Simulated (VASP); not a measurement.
**Si16HC16 (a cell with a defect): single point with PBE**

System: Si16HC16 (a cell with a defect).

```xyz
33
Lattice="6.1879 0.0000 0.0000 -3.0940 5.3589 0.0000 0.0000 0.0000 10.1288" Properties=species:S:1:pos:R:3 pbc="T T T"
Si    1.5480    0.8919    9.5546
Si   -0.0033    1.7875    4.4222
Si    0.0025   -0.0002    6.9772
Si    0.0169    0.0080    1.8890
Si    0.0552    3.6026    9.4806
Si   -1.5462    4.4596    4.4223
Si   -1.5461    2.6782    6.9610
Si   -1.5461    2.6782    1.8598
Si    4.6418    0.8292    9.4806
Si    3.0991    1.7874    4.4221
Si    3.0931   -0.0003    6.9772
Si    3.0788    0.0079    1.8891
Si    3.0405    3.6027    9.4805
Si    1.5479    4.4645    4.4259
Si    1.5480    2.6763    6.9771
Si    1.5480    2.6598    1.8891
C     1.5479    0.8919    7.6033
C    -0.0043    1.7882    2.5171
C     0.0041    0.0007    5.0500
C     0.0302    0.0156    0.0120
C    -0.0044    3.5681    7.5538
C    -1.5462    4.4582    2.5171
C    -1.5461    2.6782    5.0366
C    -1.5461    2.6782   -0.0495
C     4.6417    0.8982    7.5540
C     3.1003    1.7881    2.5170
C     3.0915    0.0006    5.0498
C     3.0657    0.0154    0.0122
C     3.1003    3.5681    7.5539
C     1.5478    4.4645    2.5051
C     1.5479    2.6744    5.0498
C     1.5479    2.6444    0.0122
H    -1.5461   -0.8945    8.9647
```

* Program: VASP 6.6.1
* Task: single point
* Functional: PBE
* Potentials or basis: VASP PAW PBE potentials, release 64 (Si, C, H)
* Cutoff: 520 eV
* k mesh: 1 × 1 × 1
* Occupations: fermi-dirac, width 0.01 eV
* Spin: no spin polarisation

```yaml
Largest_force: 0.021 eV/Å
```

Forces in eV/Å, atoms in the order of the input:
```
Si   0.001 -0.001  0.001
Si   0.003 -0.002  0.003
Si  -0.002 -0.001  0.000
Si  -0.001 -0.001  0.003
Si   0.001  0.000  0.000
Si  -0.001  0.004  0.003
Si   0.001  0.000 -0.003
Si   0.001  0.000  0.006
Si   0.001  0.000  0.000
Si  -0.004 -0.002  0.004
Si   0.002 -0.002 -0.001
Si   0.002 -0.001  0.002
Si   0.000 -0.001  0.001
Si   0.000  0.001  0.001
Si   0.000  0.002  0.000
Si   0.000  0.001  0.004
C    0.002 -0.004  0.004
C    0.005 -0.005 -0.003
C   -0.007 -0.004 -0.002
C   -0.008 -0.005 -0.016
C    0.000  0.003  0.012
C    0.001  0.008  0.000
C    0.000  0.000  0.004
C    0.000 -0.001  0.003
C    0.000 -0.003  0.009
C   -0.008 -0.003  0.000
C    0.007  0.000 -0.003
C    0.008 -0.002 -0.019
C   -0.003  0.003  0.009
C    0.000  0.002  0.001
C    0.001  0.007 -0.001
C    0.001  0.008 -0.019
H    0.000  0.000 -0.003
```

Levels at points of the mesh, in eV from the Fermi level:
| k point | band 61 | band 62 | band 63 | band 64 | band 65 | band 66 | band 67 | band 68 | band 69 | band 70 |
| --- | --- | --- | --- | --- | --- | --- | --- | --- | --- | --- |
| (0.00, 0.00, 0.00) | -0.87 | -0.87 | -0.29 | -0.26 | -0.26 | 1.60 | 1.60 | 1.67 | 1.94 | 1.94 |

Run time: 2.3 min on 1 thread of Intel Xeon 8259CL (shared host), peak memory 0.36 GiB.

Caveat: the k points lie up to 1.17 Å⁻¹ apart, too coarse for converged energies, forces and pressures; the cell carries a net charge on a neutralising background, which shifts energy and pressure; the cell is charged against a uniform background, so pressure and absolute levels hang on convention.
